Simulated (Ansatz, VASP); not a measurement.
## One calculation of K, two programs

File POSCAR:

```
K
1.0
    0.0000000000      3.3918728180      3.3918728180
    3.3918728180      0.0000000000      3.3918728180
    3.3918728180      3.3918728180      0.0000000000
K
1
Direct
    0.0000000000      0.0000000000      0.0000000000
```

The input INCAR.step1:

```
ALGO = Normal ; EDIFF = 1E-4
ENCUT = 600 ; GGA = PE
ISMEAR = -1 ; LASPH = True
LCHARG = False ; LREAL = False
LWAVE = True ; NELM = 80
PREC = Accurate ; SIGMA = 0.05
```

Contents of INCAR.step2:

```
ALGO = Normal ; EDIFF = 1E-6
EDIFFG = -0.01 ; ENCUT = 600
IBRION = 2 ; ISIF = 3
ISMEAR = -1 ; ISTART = 1
LASPH = True ; LCHARG = False
LMIXTAU = True ; LREAL = False
LWAVE = False ; METAGGA = R2SCAN
NELM = 80 ; NSW = 60
PREC = Accurate ; SIGMA = 0.05
```

KPOINTS

```
k-points
0
Gamma
  7 7 7
```

input.yaml

```yaml
crystal:
  lattice:
    - [0.0, 3.391872818, 3.391872818]
    - [3.391872818, 0.0, 3.391872818]
    - [3.391872818, 3.391872818, 0.0]
  atoms:
    - { symbol: K, position: [0.0, 0.0, 0.0] }
hamiltonian:
  xc: r2scan
  pseudopotentials: { kind: paw }
kpoints:
  mp_grid: { grid: [7, 7, 7] }
scf:
  occupations: { method: fermi_dirac, width: 0.05 }
output:
  forces: true
  stress: true
  eigenvalues: true
  write_density: true
  write_potential: true
  elf: true
  volumetric_format: npy
relax:
  f_tol: 0.01
  max_steps: 40
  cell: { stress_tol: 0.05 }
```

Alike in both runs: task relaxation of cell and atoms; functional r2SCAN; k mesh 7 × 7 × 7; occupations fermi-dirac, width 0.05 eV; no spin polarisation.

|  | VASP | Ansatz |
| --- | --- | --- |
| version | VASP 6.6.1 | Ansatz 0.2.0 |
| potentials or method | VASP PAW PBE potentials, release 64 (K_sv) | Ansatz PAW |
| plane-wave cutoff (eV) | 600 | 500 |
| valence electrons in the cell | 9 | 9 |

VASP gave:

| Quantity | Value |
| --- | --- |
| gap on the k mesh at the Fermi level, each at its own relaxed structure (eV) | none |
| relaxed volume (Å³/atom) | 76.77 |
| relaxed cell length with the largest relative difference (Å) | 4.771 |

What did Ansatz give for the same quantities?

gap on the k mesh at the Fermi level, each at its own relaxed structure (eV): none; relaxed volume (Å³/atom): 76.45; relaxed cell length with the largest relative difference (Å): 4.764.

VASP's potentials were made for PBE, not for r2SCAN. A gap of «none» marks a metal or a gap that the smearing closes.

Noted on Ansatz's run: the plane-wave basis is chosen anew once the cell has moved, so the energies of steps on either side of that aren't comparable.
